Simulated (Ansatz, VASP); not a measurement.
**Li2Se in VASP and in Ansatz**

```
Li Se
1.0
     0.00000    2.97217    2.97217
     2.97217    0.00000    2.97217
     2.97217    2.97217    0.00000
Li Se
2 1
Direct
  0.25000 0.25000 0.25000
  0.75000 0.75000 0.75000
  0.00000 0.00000 0.00000
```

Alike in both runs: task single point; functional PBE; k mesh 8 × 8 × 8; occupations gaussian, width 0.02 eV; no spin polarisation.

```csv
,VASP,Ansatz
version,VASP 6.6.1,Ansatz 0.2.0
potentials or method,"VASP PAW PBE potentials, release 64 (Li_sv, Se), cutoff 750 eV","scalar-relativistic, plane waves, PAW"
valence electrons in the cell,12,22
```

```tsv
	VASP	Ansatz	Ansatz less VASP
gap on the k mesh at the Fermi level (eV)	2.95	2.96	+0.006
least direct gap on the mesh (eV)	3.51	3.51	-0.003
pressure (GPa)	1.1	1.1	+0.06
```

VASP's potentials hold 12 valence electrons a cell and Ansatz's 22, so a difference there can come from the potentials and not from the codes.
